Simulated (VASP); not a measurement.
**AlN: single point with PBEsol**

The system is AlN.

```
Al N
1.0
     0.00000    1.94764    1.94764
     1.94764    0.00000    1.94764
     1.94764    1.94764    0.00000
Al N
1 1
Direct
  0.50000 0.50000 0.50000
  0.00000 0.00000 0.00000
```

| Quantity | Value |
| --- | --- |
| Program | VASP 6.6.1 |
| Task | single point |
| Functional | PBEsol |
| Potentials or basis | VASP PAW PBE potentials, release 64 (Al, N) |
| Cutoff | 520 eV |
| k mesh | 10 × 10 × 10 |
| Occupations | gaussian, width 0.05 eV |
| Spin | no spin polarisation |
| Dipole correction | no |
| Further INCAR settings | ALGO = Normal; EDIFF = 1e-06; NBANDS = 11 |

```
Pressure               : 37.2 GPa
Band gap on the k mesh : 4.91 eV, indirect (least direct gap 7.37 eV)
```

Levels at points of the mesh, in eV from the valence-band top:
| k point | band 1 | band 2 | band 3 | band 4 | band 5 | band 6 | band 7 | band 8 |
| --- | --- | --- | --- | --- | --- | --- | --- | --- |
| (0.00, 0.00, 0.00) | -18.62 | 0.00 | 0.00 | 0.00 | 7.37 | 12.37 | 12.37 | 12.37 |
| (0.50, 0.00, 0.00) | -14.85 | -9.12 | -1.32 | -1.32 | 6.77 | 11.83 | 11.83 | 14.91 |
| (0.50, 0.50, 0.00) | -13.69 | -8.23 | -3.12 | -3.12 | 4.91 | 5.68 | 15.38 | 18.99 |

Wall time 6.2 s on 1 thread of AMD EPYC 7R43 64-Core Processor (Zen 3) (shared host), peak memory 0.09 GiB.

Caveat: the PAW data sets were made with another functional, which shifts forces and pressure a little. A k mesh can miss the band edges.
